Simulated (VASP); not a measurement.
A run of VASP 6.6.1:

INCAR

```
PREC     = Accurate       # precision mode
ENCUT    = 520            # plane-wave cutoff, eV
EDIFF    = 1E-7           # SCF threshold, eV
ISMEAR   = -1             # smearing method
SIGMA    = 0.1            # smearing width, eV
LREAL    = F              # projectors in reciprocal space
LASPH    = T              # aspherical terms in the spheres
NELM     = 60             # most SCF steps
ALGO     = Normal         # electronic algorithm
ISIF     = 2              # what is computed and relaxed
LWAVE    = F              # write WAVECAR
LCHARG   = F              # write CHGCAR
LDIPOL   = T            
IDIPOL   = 3            
DIPOL    = 0.5 0.5 0.500
GGA      = PE             # functional
NBANDS   = 40             # bands
```

The input KPOINTS:

```
Automatic mesh
0
Gamma
  14 10 1
```

Contents of POSCAR:

```
Pt5Au
1.0
    2.8085470207      0.0000000000      0.0000000000
    0.0000000000      3.9718852873      0.0000000000
    0.0000000000      0.0000000000     23.0214000000
Pt Au
5 1
Direct
    0.2500000000      0.2500000000      0.3525208290
    0.7500000000      0.7500000000      0.4046703940
    0.7500000000      0.7500000000      0.5293605030
    0.2500000000      0.2500000000      0.5953295994
    0.7500000000      0.7500000000      0.6474791770
    0.2500000000      0.2500000000      0.4706394975
```

Potentials or basis: VASP PAW PBE potentials, release 64 (Pt, Au).

Run with:

```console
$ cat potpaw_PBE.64/Pt/POTCAR potpaw_PBE.64/Au/POTCAR > POTCAR
$ mpirun -np 1 vasp_std > vasp.out
```

Hardware: 1 thread of Oxide Virtual Turin-like Processor, with other jobs on the host.

Q: Estimate the wall time of this run.

A: Wall time 24 min on 1 thread of Oxide Virtual Turin-like Processor, on a shared host, peak memory 0.58 GiB. Counts: scf iterations 37, k points 48.
